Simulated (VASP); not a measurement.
Set up this calculation in VASP 6.6.1, as the native input.

```yaml
Task: single point
Functional: PBE
Potentials_or_basis: VASP PAW PBE potentials, release 64 (Zr_sv, Ge_d, Cl)
Cutoff: 520 eV
k_mesh: 12 × 12 × 2
Occupations: gaussian, width 0.1 eV
Spin: no spin polarisation
Dipole_correction: no
Further_INCAR_settings: ALGO = Normal; EDIFF = 1e-06; NBANDS = 42
```

The structure of Zr2GeCl4 lies in POSCAR:

```
Zr2GeCl4
1.0
    3.3302140791      0.0000000000      0.0000000000
   -1.6651070396      2.8840499925      0.0000000000
    0.0000000000      0.0000000000     19.0827787947
Zr Ge Cl
2 1 4
Direct
    0.0000000000      0.0000000000      0.3143454260
    0.6666666667      0.3333333333      0.6987137691
    0.0000000000      0.0000000000      0.0048104286
    0.0000000000      0.0000000000      0.6071297185
    0.6666666667      0.3333333333      0.4059217726
    0.6666666667      0.3333333333      0.2229604350
    0.0000000000      0.0000000000      0.7901194500
```

This cell differs from its parent crystal: volume scaled by 0.97, then relaxed in part.

The input as run:

INCAR

```
  PREC = Accurate
  ENCUT = 520
  EDIFF = 1E-6
  ISMEAR = 0
  SIGMA = 0.1
  LREAL = F
  LASPH = T
  NELM = 100
  ALGO = Normal
  ISIF = 2
  LWAVE = F
  LCHARG = F
  GGA = PE
  NBANDS = 42
```

KPOINTS

```
regular mesh
0
Gamma
  12 12 2
```

Potentials or basis: VASP PAW PBE potentials, release 64 (Zr_sv, Ge_d, Cl).

The run is started by

```console
$ cat potpaw_PBE.64/Zr_sv/POTCAR potpaw_PBE.64/Ge_d/POTCAR potpaw_PBE.64/Cl/POTCAR > POTCAR
$ mpirun -np 1 vasp_std > vasp.out
```

It gave:

```
Pressure               : 0.1 GPa
Largest force          : 0.013 eV/Å
Band gap on the k mesh : zero (band 33 reaches 4.63 eV, above the bottom of band 34 at 4.59 eV)
```

It took 6.7 min on 1 thread of Intel Xeon 6975P-C, on a shared host, peak memory 0.49 GiB.
